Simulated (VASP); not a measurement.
# Li5NbO5 (C2/m) in VASP: notebook, part 2 of 2

VASP 6.6.1. Earlier steps stand in the parts before.

## 3. Single point, r2SCAN (10.24 Å³/atom)

This run uses another cell than the first one, of 10.24 Å³/atom.

Input file POSCAR:

```
Li5NbO5
1.0
    4.9623636520     -2.0279422051      0.0048112099
    4.9623636520      2.0279422051      0.0048112099
   -1.9119711718      0.0000000000      5.5947513591
Li Nb O
5 1 5
Direct
    0.7165433874      0.7165433874      0.3450318965
    0.6927273189      0.6927273189      0.8660352644
    0.0000000000      0.0000000000      0.5000000000
    0.3072726811      0.3072726811      0.1339647356
    0.2834566126      0.2834566126      0.6549681035
    0.0000000000      0.0000000000      0.0000000000
    0.8566032777      0.8566032777      0.1721552510
    0.8441550617      0.8441550617      0.6874048262
    0.5000000000      0.5000000000      0.0000000000
    0.1558449383      0.1558449383      0.3125951738
    0.1433967223      0.1433967223      0.8278447490
```

Input file INCAR.step1:

```
ALGO = Normal
EDIFF = 1E-4
ENCUT = 520
GGA = PE
ISMEAR = 0
LASPH = T
LCHARG = F
LREAL = F
LWAVE = T
NBANDS = 40
NELM = 60
PREC = Accurate
SIGMA = 0.02
```

Input file INCAR.step2:

```
ALGO = Normal
EDIFF = 1E-6
ENCUT = 520
ISIF = 2
ISMEAR = 0
ISTART = 1
LASPH = T
LCHARG = F
LMIXTAU = T
LREAL = F
LWAVE = F
METAGGA = R2SCAN
NBANDS = 40
NELM = 60
PREC = Accurate
SIGMA = 0.02
```

Input file KPOINTS:

```
k-points
0
Gamma
  6 6 4
```

Potentials or basis: VASP PAW PBE potentials, release 64 (Li_sv, Nb_sv, O).

The run is started by

```
> cat potpaw_PBE.64/Li_sv/POTCAR potpaw_PBE.64/Nb_sv/POTCAR potpaw_PBE.64/O/POTCAR > POTCAR
> cp INCAR.step1 INCAR
> mpirun -np 1 vasp_std > vasp.out
> cp INCAR.step2 INCAR
> mpirun -np 1 vasp_std > vasp.out
```

OUTCAR:

```text
EDIFF = 1E-6
   ENCUT = 520
   ISIF = 2
   ISMEAR = 0
   ISTART = 1
   LASPH = T
   LREAL = F
   METAGGA = R2SCAN
   NELM = 60
   PREC = Accurate

 ion  position               nearest neighbor table
   1  0.717  0.717  0.345-   7 1.97   8 2.01  10 2.11  10 2.11
   2  0.693  0.693  0.866-   7 2.01  11 2.08  11 2.08   8 2.10   4 2.60   4 2.60
   3  0.000  0.000  0.500-   7 2.00  11 2.00  10 2.17   8 2.17
   4  0.307  0.307  0.134-  11 2.01   7 2.08   7 2.08  10 2.10   2 2.60   2 2.60
   5  0.283  0.283  0.655-  11 1.97  10 2.01   8 2.11   8 2.11
   6  0.000  0.000  0.000-   8 1.99  10 1.99   7 2.00  11 2.00   9 2.03   9 2.03
   7  0.857  0.857  0.172-   1 1.97   6 2.00   3 2.00   2 2.01   4 2.08   4 2.08
   8  0.844  0.844  0.687-   6 1.99   1 2.01   2 2.10   5 2.11   5 2.11   3 2.17
   9  0.500  0.500  0.000-   6 2.03   6 2.03
  10  0.156  0.156  0.313-   6 1.99   5 2.01   4 2.10   1 2.11   1 2.11   3 2.17
  11  0.143  0.143  0.828-   5 1.97   6 2.00   3 2.00   4 2.01   2 2.08   2 2.08

  LATTYP: Found a base centered monoclinic cell.
 ALAT       =     9.9247319687
[... 215 lines left out ...]
      5     -42.3664      2.00000
      6     -42.3395      2.00000
[... 1021 lines left out ...]
     39      12.9978      0.00000
     40      13.1888      0.00000

 [... further k-points ...]

------------------------ aborting loop because EDIFF is reached ----------------------------------------

  FORCE on cell =-STRESS in cart. coord.  units (eV):
  Direction    XX          YY          ZZ          XY          YZ          ZX
  --------------------------------------------------------------------------------------
  -------------------------------------------------------------------------------------
  Total       -4.0619509     -4.1619103     -4.0230876      0.0000000      0.0000000      0.0120768
  in kB      -57.7758612    -59.1976523    -57.2230823      0.0000000      0.0000000      0.1717762
  external PRESSURE =     -58.0655319 kB  Pullay stress =       0.0000000 kB

 VOLUME and BASIS-vectors are now :
 -----------------------------------------------------------------------------
  energy-cutoff  :      520.00
  volume of cell :      112.64
      direct lattice vectors                 reciprocal lattice vectors
     4.962363652 -2.027942205  0.004811210     0.100725062 -0.246555350  0.034422158
     4.962363652  2.027942205  0.004811210     0.100725062  0.246555350  0.034422158
    -1.911971172  0.000000000  5.594751359    -0.000173237  0.000000000  0.178679750

 POSITION                                       TOTAL-FORCE (eV/Angst)
 -----------------------------------------------------------------------------------
      6.45181      0.00000      1.93726        -0.036663      0.000000     -0.011066
      5.21930      0.00000      4.85192         0.018941      0.000000      0.007476
     -0.95599      0.00000      2.79738        -0.000000      0.000000      0.000000
      2.79346      0.00000      0.75246        -0.018941      0.000000     -0.007476
      1.56095      0.00000      3.66711         0.036663      0.000000      0.011066
      0.00000      0.00000      0.00000        -0.000000      0.000000      0.000000
      8.17240      0.00000      0.97141        -0.009288      0.000000      0.000595
      7.06371      0.00000      3.85398        -0.004992      0.000000     -0.018000
      4.96236      0.00000      0.00481        -0.000000      0.000000      0.000000
      0.94905      0.00000      1.75039         0.004992      0.000000      0.018000
     -0.15964      0.00000      4.63297         0.009288      0.000000     -0.000595
 -----------------------------------------------------------------------------------
    total drift:                                0.000000      0.000000      0.000000

  FREE ENERGIE OF THE ION-ELECTRON SYSTEM (eV)
  ---------------------------------------------------
  free  energy   TOTEN  =       -94.0055096598 eV

  energy  without entropy=      -94.0055096598  energy(sigma->0) =      -94.00550966
```

It took 25 min on 1 thread of Oxide Virtual Turin-like, shared host; peak memory 0.37 GiB.

Results:

```
Free energy            : -94.0055 eV
Largest force          : 0.038 eV/Å
Band gap on the k mesh : 3.54 eV (least direct gap 3.70 eV)
```

Forces in eV/Å, atoms in the order of the input:
```
Li  -0.037  0.000 -0.011
Li   0.019  0.000  0.007
Li   0.000  0.000  0.000
Li  -0.019  0.000 -0.007
Li   0.037  0.000  0.011
Nb   0.000  0.000  0.000
O   -0.009  0.000  0.001
O   -0.005  0.000 -0.018
O    0.000  0.000  0.000
O    0.005  0.000  0.018
O    0.009  0.000 -0.001
```

Levels at points of the mesh, in eV from the valence-band top:
```csv
k point,band 26,band 27,band 28,band 29,band 30,band 31,band 32,band 33
"(0.00, 0.00, 0.00)",-0.53,-0.32,-0.18,-0.16,3.54,3.81,4.62,5.06
"(0.50, 0.00, 0.00)",-0.48,-0.44,-0.14,-0.07,4.53,5.15,5.34,5.38
"(0.50, 0.50, 0.00)",-1.06,-1.03,-0.63,-0.14,3.61,3.99,4.00,5.83
"(0.00, 0.00, 0.50)",-1.08,-0.92,-0.62,-0.29,3.73,3.99,4.77,5.86
"(0.50, 0.00, 0.50)",-0.82,-0.53,-0.33,-0.13,4.72,5.10,5.28,5.98
"(0.50, 0.50, 0.50)",-0.67,-0.65,-0.58,-0.30,3.57,3.73,4.75,6.35
```

Caveat: the cutoff is under 1.25 times the usual one of these potentials, so pressure, stress and relaxed cells hold a basis-set (Pulay) error; the PAW data sets were made with another functional, which shifts forces and pressure a little.
